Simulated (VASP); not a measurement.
Crystal: In.

```
CELL_PARAMETERS angstrom
-1.62615 1.62615 2.47305
1.62615 -1.62615 2.47305
1.62615 1.62615 -2.47305
ATOMIC_POSITIONS crystal
In 0.00000 0.00000 0.00000
```

| Quantity | Value |
| --- | --- |
| Program | VASP 6.6.1 |
| Task | relaxation of cell and atoms |
| Functional | PBE |
| Potentials or basis | VASP PAW PBE potentials, release 64 (In_d) |
| Cutoff | 600 eV |
| k mesh | 18 × 18 × 18 |
| Occupations | gaussian, width 0.05 eV |
| Spin | no spin polarisation |

At the start: pressure 2.0 GPa; volume 26.16 Å³/atom.

Problem. Where does the relaxation end?

Solution. Over 15 steps the energy falls by 10.2 meV/atom and the volume is 27.58 Å³/atom (+5.4 %); space group I4/mmm (No. 139, to 0.1 Å) before, Fm-3m (No. 225, to 0.1 Å).

Step by step:
```tsv
step	energy change (eV)	largest force (eV/Å)	pressure (GPa)	volume (Å³)
1	0.0000	0.0000	1.95	26.16
2	-0.0081	0.0000	0.16	27.38
3	-0.0082	0.0000	-0.01	27.49
4	-0.0081	0.0000	0.11	27.47
5	-0.0082	0.0000	0.01	27.47
6	-0.0084	0.0000	0.02	27.50
7	-0.0086	0.0000	-0.07	27.56
8	-0.0097	0.0000	-0.18	27.65
9	-0.0090	0.0000	-0.42	27.80
10	-0.0100	0.0000	-0.33	27.72
11	-0.0100	0.0000	-0.32	27.71
12	-0.0100	0.0000	-0.29	27.68
13	-0.0101	0.0000	-0.11	27.64
14	-0.0102	0.0000	-0.12	27.62
15	-0.0102	0.0000	-0.03	27.58
```

Final structure:
```
In
1.0
    -1.69262    1.69262    2.40638
     1.69262   -1.69262    2.40638
     1.69262    1.69262   -2.40638
In
1
Direct
  0.00000 0.00000 0.00000
```
